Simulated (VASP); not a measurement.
# ZrC (Fm-3m) in VASP: a series of runs, part 2 of 2

VASP 6.6.1. The steps go on from the part before.

## 3. Relaxation of cell and atoms, PBE

This run uses another cell than the first one, of 13.01 Å³/atom.

The input, INCAR:

```
  PREC = Accurate
  ENCUT = 600
  EDIFF = 1E-6
  ISMEAR = 0
  SIGMA = 0.1
  LREAL = False
  LASPH = True
  NELM = 80
  ALGO = Normal
  ISIF = 3
  LWAVE = False
  LCHARG = False
  GGA = PE
  IBRION = 2
  NSW = 90
  EDIFFG = -0.04
```

The input, KPOINTS:

```
Automatic mesh
0
Gamma
  6 6 6
```

The input, POSCAR:

```
ZrC
1.0
    0.0000000000      2.3522004631      2.3522004631
    2.3522004631      0.0000000000      2.3522004631
    2.3522004631      2.3522004631      0.0000000000
Zr C
1 1
Direct
    0.0000000000      0.0000000000      0.0000000000
    0.5000000000      0.5000000000      0.5000000000
```

Potentials or basis: VASP PAW PBE potentials, release 64 (Zr_sv, C).

Command:

```bash
> cat potpaw_PBE.64/Zr_sv/POTCAR potpaw_PBE.64/C/POTCAR > POTCAR
> mpirun -np 1 vasp_std > vasp.out
```

OUTCAR:

```text
PREC = Accurate
   ENCUT = 600
   EDIFF = 1E-6
   ISMEAR = 0
   LREAL = False
   LASPH = True
   NELM = 80
   ISIF = 3
   GGA = PE
   IBRION = 2
   NSW = 90
   EDIFFG = -0.04

 ion  position               nearest neighbor table
   1  0.000  0.000  0.000-   2 2.35   2 2.35   2 2.35   2 2.35   2 2.35   2 2.35
   2  0.500  0.500  0.500-   1 2.35   1 2.35   1 2.35   1 2.35   1 2.35   1 2.35

  LATTYP: Found a face centered cubic cell.
 ALAT       =     4.7044009262

  Lattice vectors:

 A1 = (   0.0000000000,   2.3522004631,   2.3522004631)
 A2 = (   2.3522004631,   0.0000000000,   2.3522004631)
 A3 = (   2.3522004631,   2.3522004631,   0.0000000000)

Analysis of symmetry for initial positions (statically):
=====================================================================
 Subroutine PRICEL returns:
 Original cell was already a primitive cell.

 Routine SETGRP: Setting up the symmetry group for a
 face centered cubic supercell.

 Subroutine GETGRP returns: Found 48 space group operations
 (whereof 48 operations were pure point group operations)
 out of a pool of 48 trial point group operations.

The static configuration has the point symmetry O_h .

Analysis of symmetry for dynamics (positions and initial velocities):
=====================================================================
 Subroutine PRICEL returns:
 Original cell was already a primitive cell.

 Routine SETGRP: Setting up the symmetry group for a
 face centered cubic supercell.

 Subroutine GETGRP returns: Found 48 space group operations
 (whereof 48 operations were pure point group operations)
 out of a pool of 48 trial point group operations.

The dynamic configuration has the point symmetry O_h .

 Subroutine INISYM returns: Found 48 space group operations
 (whereof 48 operations are pure point group operations),
 and found     1 'primitive' translations

----------------------------------------------------------------------------------------

                                     Primitive cell

  volume of cell :      26.0287

  direct lattice vectors                    reciprocal lattice vectors
     0.000000000  2.352200463  2.352200463    -0.212566917  0.212566917  0.212566917
     2.352200463  0.000000000  2.352200463     0.212566917 -0.212566917  0.212566917
     2.352200463  2.352200463  0.000000000     0.212566917  0.212566917 -0.212566917

  length of vectors
     3.326513796  3.326513796  3.326513796     0.368176700  0.368176700  0.368176700

  position of ions in fractional coordinates (direct lattice)
     0.000000000  0.000000000  0.000000000
     0.500000000  0.500000000  0.500000000

  ion indices of the primitive-cell ions
   primitive index   ion index
                 1           1
                 2           2

----------------------------------------------------------------------------------------

 KPOINTS: Automatic mesh

Automatic generation of k-mesh.
 Grid dimensions read from file:
 generate k-points for:    6    6    6

 Generating k-lattice:

  Cartesian coordinates                     Fractional coordinates (reciprocal lattice)
    -0.035427819  0.035427819  0.035427819     0.166666667  0.000000000  0.000000000
     0.035427819 -0.035427819  0.035427819     0.000000000  0.166666667  0.000000000
     0.035427819  0.035427819 -0.035427819     0.000000000  0.000000000  0.166666667

  Length of vectors
     0.061362783  0.061362783  0.061362783

  Shift w.r.t. Gamma in fractional coordinates (k-lattice)
     0.000000000  0.000000000  0.000000000

 Subroutine IBZKPT returns following result:
 ===========================================

 Found     16 irreducible k-points:

 Following reciprocal coordinates:
            Coordinates               Weight
  0.000000  0.000000  0.000000      1.000000
  0.166667  0.000000  0.000000      8.000000
  0.333333  0.000000  0.000000      8.000000
  0.500000  0.000000  0.000000      4.000000
  0.166667  0.166667  0.000000      6.000000
  0.333333  0.166667  0.000000     24.000000
[... 8 lines left out ...]
 -0.333333  0.333333  0.166667     24.000000
 -0.333333  0.500000  0.166667     12.000000
   k-points           NKPTS =     16   k-points in BZ     NKDIM =     16   number of bands    NBANDS=     12
   number of dos      NEDOS =    301   number of ions     NIONS =      2
   total plane-waves  NPLWV =  21952
   dimension x,y,z NGX =    28 NGY =   28 NGZ =   28
   dimension x,y,z NGXF=    56 NGYF=   56 NGZF=   56
   ions per type =               1   1
   NGX,Y,Z   is equivalent  to a cutoff of  13.99, 13.99, 13.99 a.u.
   NGXF,Y,Z  is equivalent  to a cutoff of  27.99, 27.99, 27.99 a.u.
 SYSTEM =  unknown system
   PREC   = accura    normal or accurate (medium, high low for compatibility)
   ISTART =      0    job   : 0-new  1-cont  2-samecut
   ICHARG =      2    charge: 1-file 2-atom 10-const
   ISPIN  =      1    spin polarized calculation?
   LNONCOLLINEAR =      F non collinear calculations
   LSORBIT =      F    spin-orbit coupling
   LASPH  =      T    aspherical Exc in radial PAW
   ENCUT  =  600.0 eV  44.10 Ry    6.64 a.u.   6.64  6.64  6.64*2*pi/ulx,y,z
   NELM   =     80;   NELMIN=  2; NELMDL= -5     # of ELM steps
   EDIFF  = 0.1E-05   stopping-criterion for ELM
   LREAL  =      F    real-space projection
   EDIFFG = -.4E-01   stopping-criterion for IOM
   NSW    =     90    number of steps for IOM
   IBRION =      2    ionic relax: 0-MD 1-quasi-New 2-CG
   NFREE  =      1    steps in history (QN), initial steepest desc. (CG)
   ISIF   =      3    stress and relaxation
   ISYM   =      2    0-nonsym 1-usesym 2-fastsym
   POTIM  = 0.5000    time-step for ionic-motion
   TEBEG  =    0.0;   TEEND  =   0.0 temperature during run
   PSTRESS=    0.0 pullay stress
   NELECT =      16.0000    total number of electrons
   NUPDOWN=      -1.0000    fix difference up-down
   EMIN   =  10.00;   EMAX   =-10.00  energy-range for DOS
   EFERMI =   0.00;   METHOD = LEGACY
   ISMEAR =     0;   SIGMA  =   0.10  broadening in eV -4-tet -1-fermi 0-gaus
   EFERMI_NEDOS =   21; number of points for ismear=-14 and -15
   IALGO  =     38    algorithm
   IMIX   =      4    mixing-type and parameters
     AMIX     =   0.40;   BMIX     =  1.00
     AMIX_MAG =   1.60;   BMIX_MAG =  1.00
  volume/ion in A,a.u.               =      13.01        87.83
  Fermi-wavevector in a.u.,A,eV,Ry     =   1.391972  2.630446 26.362458  1.937586
  Thomas-Fermi vector in A             =   2.515760
   LORBIT       =      0    0 simple, 1 ext, 2 COOP (PROOUT), +10 PAW based schemes
   GGA     = PE    functional components
   LHFCALC =     F    Hartree Fock is set to
   AEXX    =    0.0000 exact exchange contribution
   IVDW    =     0    specifies the selected vdW correction
   LEPSILON=     F    determine dielectric tensor
   LRPA    =     F    only Hartree local field effects (RPA)
 conjugate gradient relaxation of ions
 non-spin polarized calculation
 Gauss-broadening in eV      SIGMA  =   0.10
  energy-cutoff  :      600.00
  volume of cell :       26.03
 maximum number of plane-waves:       893
 NGX is ok and might be reduce to    28
   NGX = 13   NGY = 13   NGZ = 13

--------------------------------------- Ionic step        1  -------------------------------------------

 number of electron      16.0000000 magnetization

 Free energy of the ion-electron system (eV)
  ---------------------------------------------------
  ext. energy  EPLUGINS =         0.00000000
  ---------------------------------------------------
  free energy    TOTEN  =       -19.45312213 eV

  energy without entropy =      -19.45252466  energy(sigma->0) =      -19.45282339

------------------------ aborting loop because EDIFF is reached ----------------------------------------

  FORCE on cell =-STRESS in cart. coord.  units (eV):
  Direction    XX          YY          ZZ          XY          YZ          ZX
  --------------------------------------------------------------------------------------
  -------------------------------------------------------------------------------------
  Total        0.1440040      0.1440040      0.1440040      0.0000000     -0.0000000     -0.0000000
  in kB        8.8640470      8.8640470      8.8640470      0.0000000     -0.0000000     -0.0000000
  external PRESSURE =       8.8640470 kB  Pullay stress =       0.0000000 kB
[... 57 lines left out ...]
  energy  without entropy=      -19.4519224293  energy(sigma->0) =      -19.45227037

--------------------------------------- Ionic step        3  -------------------------------------------

 number of electron      16.0000000 magnetization

 Free energy of the ion-electron system (eV)
  ---------------------------------------------------
  ext. energy  EPLUGINS =         0.00000000
  ---------------------------------------------------
  free energy    TOTEN  =       -19.45339191 eV

  energy without entropy =      -19.45276166  energy(sigma->0) =      -19.45307678

 E-fermi :   9.4716     XC(G=0): -12.1010

 val. band max:        9.3095814271   @ k =   0.1667   0.1667   0.0000
 cond. band min:       9.6041617395   @ k =   0.5000   0.5000   0.0000
 fundamental gap:      0.2945803124
 Fermi energy:         9.4716349458

 k-point     1 :       0.0000    0.0000    0.0000
  band No.  band energies     occupation
      1     -38.5937      2.00000
      2     -16.3083      2.00000
      3     -16.3083      2.00000
      4     -16.3083      2.00000
      5      -1.7353      2.00000
      6      10.4867      0.00000
      7      10.4867      0.00000
      8      10.4867      0.00000
      9      10.6304      0.00000
     10      10.6304      0.00000
     11      10.6304      0.00000
     12      12.3333      0.00000
[... 252 lines left out ...]
  FREE ENERGIE OF THE ION-ELECTRON SYSTEM (eV)
  ---------------------------------------------------
  free  energy   TOTEN  =       -19.4533919052 eV

  energy  without entropy=      -19.4527616641  energy(sigma->0) =      -19.45307678

 reached required accuracy - stopping structural energy minimisation
```

OSZICAR:

```text
N       E                     dE             d eps       ncg     rms          rms(c)
DAV:   1     0.125991491240E+03    0.12599E+03   -0.10093E+04   384   0.153E+03
DAV:   2    -0.159216560322E+02   -0.14191E+03   -0.13449E+03   440   0.346E+02
DAV:   3    -0.225963718706E+02   -0.66747E+01   -0.64451E+01   512   0.710E+01
[... 23 lines left out ...]
DAV:   4    -0.194532928545E+02   -0.10094E-03   -0.10321E-04   472   0.901E-02    0.624E-02
DAV:   5    -0.194533885962E+02   -0.95742E-04   -0.20301E-04   584   0.765E-02    0.124E-02
DAV:   6    -0.194533900788E+02   -0.14827E-05   -0.16797E-06   292   0.112E-02    0.104E-02
DAV:   7    -0.194533919731E+02   -0.18942E-05   -0.76032E-07   212   0.111E-02    0.329E-03
DAV:   8    -0.194533919052E+02    0.67840E-07   -0.12519E-07   192   0.434E-03
   3 F= -.19453392E+02 E0= -.19453077E+02  d E =-.269775E-03
```

CONTCAR:

```text
ZrC
   1.00000000000000
     0.0000000000000000    2.3551185666271470    2.3551185666271470
     2.3551185666271470    0.0000000000000000    2.3551185666271470
     2.3551185666271470    2.3551185666271470    0.0000000000000000
  Zr              C
     1     1
Direct
     0.0000000000000000    0.0000000000000000    0.0000000000000000
     0.5000000000000000    0.5000000000000000    0.5000000000000000

  0.00000000E+00  0.00000000E+00  0.00000000E+00
  0.00000000E+00  0.00000000E+00  0.00000000E+00
```

It took 27 s on 1 thread of Intel Xeon 8259CL, shared host; peak memory 0.16 GiB.

Results:

| Property | Result |
| --- | --- |
| Free energy | -19.4534 eV |
| Relaxed volume | 13.06 Å³/atom |
| Relaxed cell | a = 3.331 Å, b = 3.331 Å, c = 3.331 Å, α = 60.00°, β = 60.00°, γ = 60.00° |
| Space group after relaxing (to 0.1 Å) | Fm-3m (No. 225) |
| Energy gained by relaxing | 0.1 meV/atom |
| Ionic steps | 3 |
| Pressure after relaxing | 0.0 GPa |
| Band gap on the k mesh | zero (bands 8 and 9 overlap by 1.20 eV) |

The path:
| step | energy change (eV) | largest force (eV/Å) | pressure (GPa) | volume (Å³) |
| --- | --- | --- | --- | --- |
| 1 | 0.0000 | 0.0000 | 0.89 | 26.03 |
| 2 | 0.0005 | 0.0000 | -1.34 | 26.30 |
| 3 | -0.0003 | 0.0000 | 0.03 | 26.13 |

Final structure:
```
Zr C
1.0
     0.00000    2.35512    2.35512
     2.35512    0.00000    2.35512
     2.35512    2.35512    0.00000
Zr C
1 1
Direct
  0.00000 0.00000 0.00000
  0.50000 0.50000 0.50000
```

Caveat: the k points lie up to 0.39 Å⁻¹ apart in the final cell, too coarse for converged energies and pressures of a metal.

## 4. Single point, PBE, collinear spin

The input, INCAR:

```
SYSTEM = ZrC
  ALGO = Normal
  EDIFF = 1E-6
  ENCUT = 520
  GGA = PE
  ISIF = 2
  ISMEAR = 0
  ISPIN = 2
  LASPH = .TRUE.
  LCHARG = .TRUE.
  LELF = .TRUE.
  LMAXMIX = 4
  LORBIT = 11
  LREAL = .FALSE.
  LVHAR = .TRUE.
  LWAVE = .FALSE.
  MAGMOM = 1 0
  NBANDS = 19
  NELM = 150
  PREC = Accurate
  SIGMA = 0.1
```

The input, KPOINTS:

```
k-points
0
G
  6 6 6
  0 0 0
```

The input, POSCAR:

```
ZrC
1.0
    0.0000000000      2.3546315264      2.3546315264
    2.3546315264      0.0000000000      2.3546315264
    2.3546315264      2.3546315264      0.0000000000
Zr C
1 1
Direct
    0.0000000000      0.0000000000      0.0000000000
    0.5000000000      0.5000000000      0.5000000000
```

Command:

```bash
> cat potpaw_PBE.64/Zr_sv/POTCAR potpaw_PBE.64/C/POTCAR > POTCAR
> mpirun -np 1 vasp_std > vasp.out
```

Wall time 30 s (1 thread of Intel Xeon 8259CL, shared host); peak memory 0.17 GiB.

It converged, with:

```yaml
Free_energy: -19.4526 eV
Pressure: 0.2 GPa
Band_gap_on_the_k_mesh: zero (filled and empty bands overlap)
Net_moment: 0.00 μB per cell
Valence_electrons_inside_the_program's_atomic_spheres: Zr 9.83; C 2.36
```

Levels at points of the mesh, in eV from the Fermi level:
Spin up:
```
           k point  band 4  band 5  band 6  band 7  band 8  band 9  band 10  band 11  band 12  band 13
(0.00, 0.00, 0.00)  -25.78  -11.21    1.01    1.01    1.01    1.16     1.16     1.16     2.86     2.86
(0.50, 0.00, 0.00)  -25.85   -8.16   -5.20   -2.84   -2.84    4.54     4.54     5.37     6.58    10.14
(0.50, 0.50, 0.00)  -26.05  -10.04   -1.99   -1.67    0.13    0.13     4.49     5.69     5.69     7.99
```
Spin down:
```csv
k point,band 5,band 6,band 7,band 8,band 9,band 10,band 11,band 12
"(0.00, 0.00, 0.00)",-11.21,1.02,1.02,1.02,1.16,1.16,1.16,2.86
"(0.50, 0.00, 0.00)",-8.16,-5.20,-2.84,-2.84,4.54,4.54,5.37,6.58
"(0.50, 0.50, 0.00)",-10.04,-1.99,-1.67,0.13,0.13,4.49,5.69,5.69
```

Caveat: the k points lie up to 0.39 Å⁻¹ apart, too coarse for converged energies and pressures of a metal.

## 5. The runs side by side

```tsv
task	spin	cell	cutoff (eV)	gap on the mesh (eV)	pressure (GPa)
single point	off	a = 3.330 Å, angles 60.0°, 2 atoms	520	none	0.3
relaxation of cell and atoms	off	relaxed from a = 3.327 Å, angles 60.0°, 2 atoms	600	none	0.0
single point	collinear	a = 3.330 Å, angles 60.0°, 2 atoms	520	none	0.2
```

Alike in all rows: level PBE; potentials or basis VASP PAW PBE potentials, release 64 (Zr_sv, C); k mesh 6 × 6 × 6; smearing gaussian 0.1 eV.

Caveats: all runs use coarse meshes.

Total energies depend on the potentials used, so only differences within one code and one set of settings carry meaning.

The gap in the log of VASP goes by the Fermi energy; the results here count the filled bands.